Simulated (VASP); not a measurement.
# WS2 (P6_3/mmc) in VASP: a series of runs

WS2 is run at these levels: LDA; tasks: single point.

All numbers are computed with VASP 6.6.1; they aren't measurements. Logs are shortened: lines on timing, memory, paths and dates and some standing lists are left out, and cuts for length are marked.

### Step 1. The cell of the first run

It takes space group P6_3/mmc (No. 194, hexagonal). The conventional cell has a = 3.135 Å, b = 3.135 Å, c = 12.458 Å, α = 90.00°, β = 90.00°, γ = 120.00°. Within 3.2 Å of W (site symmetry -6m2) lie 6 S at 2.39 Å and 6 W at 3.14 Å. Within 3.2 Å of S (site symmetry 3m) lie 3 W at 2.39 Å and 7 S at 3.12 to 3.14 Å.

### Step 2. Single point, LDA (17.67 Å³/atom)

Input file INCAR:

```
ALGO     = Normal         # electronic algorithm
EDIFF    = 1E-6           # SCF threshold, eV
ENCUT    = 500            # plane-wave cutoff, eV
GGA_COMPAT= F            
ISIF     = 2              # what is computed and relaxed
ISMEAR   = 0              # smearing method
LASPH    = T              # aspherical terms in the spheres
LCHARG   = F              # write CHGCAR
LREAL    = F              # projectors in reciprocal space
LWAVE    = F              # write WAVECAR
NBANDS   = 35             # bands
NELM     = 120            # most SCF steps
PREC     = Accurate       # precision mode
SIGMA    = 0.02           # smearing width, eV
```

Input file KPOINTS:

```
k-points
0
Gamma
  12 12 4
```

Input file POSCAR:

```
WS2
1.0
    3.1350598726      0.0000000000      0.0000000000
   -1.5675299363      2.7150414920      0.0000000000
    0.0000000000      0.0000000000     12.4584173867
W S
2 4
Direct
    0.3333333333      0.6666666667      0.2500000000
    0.6666666667      0.3333333333      0.7500000000
    0.3333333333      0.6666666667      0.6247471323
    0.6666666667      0.3333333333      0.1247471323
    0.3333333333      0.6666666667      0.8752528677
    0.6666666667      0.3333333333      0.3752528677
```

Potentials or basis: VASP PAW LDA potentials, release 64 (W_sv, S).

The run is started by

```
$ cat potpaw_LDA.64/W_sv/POTCAR potpaw_LDA.64/S/POTCAR > POTCAR
$ mpirun -np 1 vasp_std > vasp.out
```

OUTCAR:

```text
EDIFF = 1E-6
   ENCUT = 500
   ISIF = 2
   ISMEAR = 0
   LASPH = T
   LREAL = F
   NELM = 120
   PREC = Accurate

 ion  position               nearest neighbor table
   1  0.333  0.667  0.250-   4 2.39   6 2.39   4 2.39   6 2.39   4 2.39   6 2.39
   2  0.667  0.333  0.750-   3 2.39   5 2.39   3 2.39   5 2.39   3 2.39   5 2.39
   3  0.333  0.667  0.625-   2 2.39   2 2.39   2 2.39
   4  0.667  0.333  0.125-   1 2.39   1 2.39   1 2.39
   5  0.333  0.667  0.875-   2 2.39   2 2.39   2 2.39
   6  0.667  0.333  0.375-   1 2.39   1 2.39   1 2.39

  LATTYP: Found a hexagonal cell.
 ALAT       =     3.1350598726
 C/A-ratio  =     3.9739009438

  Lattice vectors:

 A1 = (   3.1350598726,   0.0000000000,   0.0000000000)
 A2 = (  -1.5675299363,   2.7150414920,   0.0000000000)
 A3 = (   0.0000000000,   0.0000000000,  12.4584173867)

Analysis of symmetry for initial positions (statically):
=====================================================================
 Subroutine PRICEL returns:
 Original cell was already a primitive cell.

 Routine SETGRP: Setting up the symmetry group for a
 hexagonal supercell.

 Subroutine GETGRP returns: Found 24 space group operations
 (whereof 12 operations were pure point group operations)
 out of a pool of 24 trial point group operations.

The static configuration has the point symmetry D_3d.
 The point group associated with its full space group is D_6h.

Analysis of symmetry for dynamics (positions and initial velocities):
=====================================================================
 Subroutine PRICEL returns:
 Original cell was already a primitive cell.

 Routine SETGRP: Setting up the symmetry group for a
 hexagonal supercell.

 Subroutine GETGRP returns: Found 24 space group operations
 (whereof 12 operations were pure point group operations)
 out of a pool of 24 trial point group operations.

The dynamic configuration has the point symmetry D_3d.
 The point group associated with its full space group is D_6h.

 Subroutine INISYM returns: Found 24 space group operations
 (whereof 12 operations are pure point group operations),
 and found     1 'primitive' translations

----------------------------------------------------------------------------------------

                                     Primitive cell

  volume of cell :     106.0438

  direct lattice vectors                    reciprocal lattice vectors
     3.135059873  0.000000000  0.000000000     0.318973175  0.184159248  0.000000000
    -1.567529936  2.715041492  0.000000000     0.000000000  0.368318496  0.000000000
     0.000000000  0.000000000 12.458417387     0.000000000  0.000000000  0.080267017

  length of vectors
     3.135059873  3.135059873 12.458417387     0.368318496  0.368318496  0.080267017

  position of ions in fractional coordinates (direct lattice)
     0.333333333  0.666666667  0.250000000
     0.666666667  0.333333333  0.750000000
     0.333333333  0.666666667  0.624747132
     0.666666667  0.333333333  0.124747132
     0.333333333  0.666666667  0.875252868
     0.666666667  0.333333333  0.375252868

  ion indices of the primitive-cell ions
   primitive index   ion index
                 1           1
                 2           2
                 3           3
                 4           4
                 5           5
                 6           6

----------------------------------------------------------------------------------------

 KPOINTS: k-points

Automatic generation of k-mesh.
 Grid dimensions read from file:
 generate k-points for:   12   12    4

 Generating k-lattice:

  Cartesian coordinates                     Fractional coordinates (reciprocal lattice)
     0.026581098  0.015346604  0.000000000     0.083333333  0.000000000  0.000000000
     0.000000000  0.030693208  0.000000000     0.000000000  0.083333333  0.000000000
     0.000000000  0.000000000  0.020066754     0.000000000  0.000000000  0.250000000

  Length of vectors
     0.030693208  0.030693208  0.020066754

  Shift w.r.t. Gamma in fractional coordinates (k-lattice)
     0.000000000  0.000000000  0.000000000

 Subroutine IBZKPT returns following result:
 ===========================================

 Found     57 irreducible k-points:

 Following reciprocal coordinates:
            Coordinates               Weight
  0.000000  0.000000  0.000000      1.000000
  0.083333 -0.000000  0.000000      6.000000
  0.166667 -0.000000  0.000000      6.000000
  0.250000 -0.000000  0.000000      6.000000
  0.333333 -0.000000  0.000000      6.000000
  0.416667  0.000000  0.000000      6.000000
[... 16 lines left out ...]
  0.250000 -0.000000  0.250000     12.000000
  0.333333 -0.000000  0.250000     12.000000
 [... further k-points ...]
   k-points           NKPTS =     57   k-points in BZ     NKDIM =     57   number of bands    NBANDS=     35
   number of dos      NEDOS =    301   number of ions     NIONS =      6
   total plane-waves  NPLWV =  55296
   dimension x,y,z NGX =    24 NGY =   24 NGZ =   96
   dimension x,y,z NGXF=    48 NGYF=   48 NGZF=  192
   ions per type =               2   4
   NGX,Y,Z   is equivalent  to a cutoff of  12.73, 12.73, 12.81 a.u.
   NGXF,Y,Z  is equivalent  to a cutoff of  25.45, 25.45, 25.62 a.u.
 SYSTEM =  unknown system
   PREC   = accura    normal or accurate (medium, high low for compatibility)
   ISTART =      0    job   : 0-new  1-cont  2-samecut
   ICHARG =      2    charge: 1-file 2-atom 10-const
   ISPIN  =      1    spin polarized calculation?
   LNONCOLLINEAR =      F non collinear calculations
   LSORBIT =      F    spin-orbit coupling
   LASPH  =      T    aspherical Exc in radial PAW
   ENCUT  =  500.0 eV  36.75 Ry    6.06 a.u.   5.72  5.72 22.71*2*pi/ulx,y,z
   NELM   =    120;   NELMIN=  2; NELMDL= -5     # of ELM steps
   EDIFF  = 0.1E-05   stopping-criterion for ELM
   LREAL  =      F    real-space projection
   EDIFFG = 0.1E-04   stopping-criterion for IOM
   NSW    =      0    number of steps for IOM
   IBRION =     -1    ionic relax: 0-MD 1-quasi-New 2-CG
   NFREE  =      0    steps in history (QN), initial steepest desc. (CG)
   ISIF   =      2    stress and relaxation
   ISYM   =      2    0-nonsym 1-usesym 2-fastsym
   POTIM  = 0.5000    time-step for ionic-motion
   TEBEG  =    0.0;   TEEND  =   0.0 temperature during run
   PSTRESS=    0.0 pullay stress
   NELECT =      52.0000    total number of electrons
   NUPDOWN=      -1.0000    fix difference up-down
   EMIN   =  10.00;   EMAX   =-10.00  energy-range for DOS
   EFERMI =   0.00;   METHOD = LEGACY
   ISMEAR =     0;   SIGMA  =   0.02  broadening in eV -4-tet -1-fermi 0-gaus
   EFERMI_NEDOS =   21; number of points for ismear=-14 and -15
   IALGO  =     38    algorithm
   IMIX   =      4    mixing-type and parameters
     AMIX     =   0.40;   BMIX     =  1.00
     AMIX_MAG =   1.60;   BMIX_MAG =  1.00
  volume/ion in A,a.u.               =      17.67       119.27
  Fermi-wavevector in a.u.,A,eV,Ry     =   1.290964  2.439569 22.675316  1.666589
  Thomas-Fermi vector in A             =   2.422763
   LORBIT       =      0    0 simple, 1 ext, 2 COOP (PROOUT), +10 PAW based schemes
   GGA     = CA    functional components
   LHFCALC =     F    Hartree Fock is set to
   AEXX    =    0.0000 exact exchange contribution
   IVDW    =     0    specifies the selected vdW correction
   LEPSILON=     F    determine dielectric tensor
   LRPA    =     F    only Hartree local field effects (RPA)
 non-spin polarized calculation
 Gauss-broadening in eV      SIGMA  =   0.02
  energy-cutoff  :      500.00
  volume of cell :      106.04
 maximum number of plane-waves:      2720
 NGX is ok and might be reduce to    24
   NGX = 11   NGY = 11   NGZ = 45

 number of electron      51.9999998 magnetization

 Free energy of the ion-electron system (eV)
  ---------------------------------------------------
  ext. energy  EPLUGINS =         0.00000000
  ---------------------------------------------------
  free energy    TOTEN  =       -52.51678091 eV

  energy without entropy =      -52.51678091  energy(sigma->0) =      -52.51678091

 E-fermi :   7.4855     XC(G=0): -11.2288

 val. band max:        7.3069708658   @ k =   0.0000   0.0000   0.0000
 cond. band min:       8.2935790108   @ k =   0.1667   0.1667   0.0000
 fundamental gap:      0.9866081450
 Fermi energy:         7.4854881654

 k-point     1 :       0.0000    0.0000    0.0000
  band No.  band energies     occupation
      1     -66.7698      2.00000
      2     -66.7697      2.00000
      3     -31.3247      2.00000
      4     -31.3246      2.00000
      5     -31.1134      2.00000
      6     -31.1134      2.00000
[... 27 lines left out ...]
     34       9.9751      0.00000
     35      12.1610      0.00000

 k-point     2 :       0.0833   -0.0000    0.0000
  band No.  band energies     occupation
      1     -66.7683      2.00000
      2     -66.7683      2.00000
      3     -31.3197      2.00000
      4     -31.3196      2.00000
      5     -31.1411      2.00000
      6     -31.1411      2.00000
[... 27 lines left out ...]
     34       9.9527      0.00000
     35      12.7399      0.00000

 k-point     3 :       0.1667   -0.0000    0.0000
  band No.  band energies     occupation
      1     -66.7643      2.00000
      2     -66.7643      2.00000
      3     -31.3059      2.00000
      4     -31.3059      2.00000
      5     -31.2161      2.00000
      6     -31.2161      2.00000
[... 27 lines left out ...]
     34      10.5036      0.00000
     35      13.8017      0.00000

 k-point     4 :       0.2500   -0.0000    0.0000
  band No.  band energies     occupation
      1     -66.7589      2.00000
      2     -66.7589      2.00000
      3     -31.3170      2.00000
      4     -31.3170      2.00000
      5     -31.2870      2.00000
      6     -31.2870      2.00000
[... 27 lines left out ...]
     34      11.0804      0.00000
     35      14.1504      0.00000

 k-point     5 :       0.3333   -0.0000    0.0000
  band No.  band energies     occupation
      1     -66.7535      2.00000
      2     -66.7535      2.00000
      3     -31.4163      2.00000
      4     -31.4163      2.00000
      5     -31.2681      2.00000
      6     -31.2681      2.00000
[... 638 lines left out ...]
 k-point    22 :       0.1667   -0.0000    0.2500
  band No.  band energies     occupation
      1     -66.7643      2.00000
      2     -66.7643      2.00000
      3     -31.3059      2.00000
      4     -31.3059      2.00000
      5     -31.2161      2.00000
      6     -31.2161      2.00000
[... 27 lines left out ...]
     34      10.4899      0.00000
     35      13.8425      0.00000

 k-point    23 :       0.2500   -0.0000    0.2500
  band No.  band energies     occupation
      1     -66.7589      2.00000
      2     -66.7589      2.00000
      3     -31.3170      2.00000
      4     -31.3170      2.00000
      5     -31.2870      2.00000
      6     -31.2870      2.00000
[... 27 lines left out ...]
     34      11.0510      0.00000
     35      14.1534      0.00000

 k-point    24 :       0.3333   -0.0000    0.2500
  band No.  band energies     occupation
      1     -66.7535      2.00000
      2     -66.7535      2.00000
      3     -31.4163      2.00000
      4     -31.4163      2.00000
      5     -31.2681      2.00000
      6     -31.2681      2.00000
[... 27 lines left out ...]
     34      11.4586      0.00000
     35      13.1900      0.00000

 [... further k-points ...]

------------------------ aborting loop because EDIFF is reached ----------------------------------------

  FORCE on cell =-STRESS in cart. coord.  units (eV):
  Direction    XX          YY          ZZ          XY          YZ          ZX
  --------------------------------------------------------------------------------------
  -------------------------------------------------------------------------------------
  Total       -0.4024587     -0.4024587     -0.3734878      0.0000000      0.0000000      0.0000000
  in kB       -6.0806041     -6.0806041     -5.6428926      0.0000000      0.0000000      0.0000000
  external PRESSURE =      -5.9347002 kB  Pullay stress =       0.0000000 kB

 VOLUME and BASIS-vectors are now :
 -----------------------------------------------------------------------------
  energy-cutoff  :      500.00
  volume of cell :      106.04
      direct lattice vectors                 reciprocal lattice vectors
     3.135059873  0.000000000  0.000000000     0.318973175  0.184159248  0.000000000
    -1.567529936  2.715041492  0.000000000     0.000000000  0.368318496  0.000000000
     0.000000000  0.000000000 12.458417387     0.000000000  0.000000000  0.080267017

 POSITION                                       TOTAL-FORCE (eV/Angst)
 -----------------------------------------------------------------------------------
     -0.00000      1.81003      3.11460         0.000000      0.000000     -0.000000
      1.56753      0.90501      9.34381        -0.000000     -0.000000     -0.000000
     -0.00000      1.81003      7.78336         0.000000     -0.000000     -0.049933
      1.56753      0.90501      1.55415        -0.000000     -0.000000     -0.049933
     -0.00000      1.81003     10.90427        -0.000000      0.000000      0.049933
      1.56753      0.90501      4.67506         0.000000      0.000000      0.049933
 -----------------------------------------------------------------------------------
    total drift:                               -0.000000      0.000000     -0.000000

  FREE ENERGIE OF THE ION-ELECTRON SYSTEM (eV)
  ---------------------------------------------------
  free  energy   TOTEN  =       -52.5167809110 eV

  energy  without entropy=      -52.5167809110  energy(sigma->0) =      -52.51678091
```

It took 2.7 min on 1 thread of Intel Xeon 8259CL, shared host; peak memory 0.29 GiB.

What came out:

```yaml
Free_energy: -52.5168 eV
Pressure: -0.6 GPa
Largest_force: 0.050 eV/Å
Band_gap_on_the_k_mesh: 0.99 eV (least direct gap 1.88 eV)
```

Forces in eV/Å, atoms in the order of the input:
```
W    0.000  0.000  0.000
W    0.000  0.000  0.000
S    0.000  0.000 -0.050
S    0.000  0.000 -0.050
S    0.000  0.000  0.050
S    0.000  0.000  0.050
```

Levels at points of the mesh, in eV from the valence-band top:
| k point | band 24 | band 25 | band 26 | band 27 | band 28 | band 29 |
| --- | --- | --- | --- | --- | --- | --- |
| (0.00, 0.00, 0.00) | -1.56 | -1.26 | 0.00 | 2.39 | 2.39 | 2.40 |
| (0.50, 0.00, 0.00) | -1.69 | -1.65 | -1.50 | 2.39 | 2.43 | 2.65 |
| (0.00, 0.00, 0.50) | -2.20 | -0.34 | -0.34 | 2.39 | 2.39 | 2.39 |
| (0.50, 0.00, 0.50) | -1.77 | -1.57 | -1.57 | 2.40 | 2.40 | 2.84 |

Caveat: spin-orbit coupling is left out, which moves the levels of the heavy elements.

### Step 3. Single point, LDA

This run uses another cell than the first one, of 18.24 Å³/atom.

Input file INCAR:

```
SYSTEM = WS2
PREC = Accurate
ENCUT = 520
EDIFF = 1E-7
ISMEAR = 0
SIGMA = 0.1
LREAL = .False.
LASPH = .True.
NELM = 80
ALGO = Normal
ISIF = 2
LWAVE = .False.
LCHARG = .False.
NBANDS = 35
```

Input file KPOINTS:

```
Automatic mesh
0
Gamma
  6 6 2
  0 0 0
```

Input file POSCAR:

```
WS2
1.0
    3.1800000000      0.0000000000      0.0000000000
   -1.5900000000      2.7539607840      0.0000000000
    0.0000000000      0.0000000000     12.5000000000
W S
2 4
Direct
    0.3333333333      0.6666666667      0.2500000000
    0.6666666667      0.3333333333      0.7500000000
    0.3333333333      0.6666666667      0.6250000000
    0.6666666667      0.3333333333      0.1250000000
    0.3333333333      0.6666666667      0.8750000000
    0.6666666667      0.3333333333      0.3750000000
```

Potentials or basis: VASP PAW LDA potentials, release 64 (W_sv, S).

The run is started by

```
$ cat potpaw_LDA.64/W_sv/POTCAR potpaw_LDA.64/S/POTCAR > POTCAR
$ mpirun -np 1 vasp_std > vasp.out
```

Run time: 60 s. Hardware: 1 thread of AMD EPYC 7R13, shared host; peak memory 0.17 GiB.

It converged, with:

- Free energy: -52.4479 eV
- Pressure: -5.3 GPa
- Largest force: 0.307 eV/Å
- Band gap on the k mesh: 0.98 eV (least direct gap 1.72 eV)

Forces on the atoms (eV/Å):
```
W    0.000  0.000  0.000
W    0.000  0.000  0.000
S    0.000  0.000  0.307
S    0.000  0.000  0.307
S    0.000  0.000 -0.307
S    0.000  0.000 -0.307
```

Stress tensor (GPa, compression positive):
```
-5.91  0.00  0.00
 0.00 -5.91  0.00
 0.00  0.00 -3.99
```

Levels at points of the mesh, in eV from the valence-band top:
| k point | band 23 | band 24 | band 25 | band 26 | band 27 | band 28 | band 29 | band 30 |
| --- | --- | --- | --- | --- | --- | --- | --- | --- |
| (0.00, 0.00, 0.00) | -2.25 | -1.52 | -1.14 | 0.00 | 2.24 | 2.24 | 2.24 | 2.24 |
| (0.50, 0.00, 0.00) | -1.97 | -1.80 | -1.65 | -1.49 | 2.16 | 2.20 | 2.50 | 2.74 |
| (0.00, 0.00, 0.50) | -2.27 | -2.27 | -0.31 | -0.31 | 2.23 | 2.23 | 2.23 | 2.23 |
| (0.50, 0.00, 0.50) | -1.88 | -1.88 | -1.56 | -1.56 | 2.18 | 2.18 | 2.64 | 2.64 |

Caveat: the cell stands under tension; spin-orbit coupling is left out, which moves the levels of the heavy elements. A k mesh can miss the band edges.

[end of part 1 of 2]
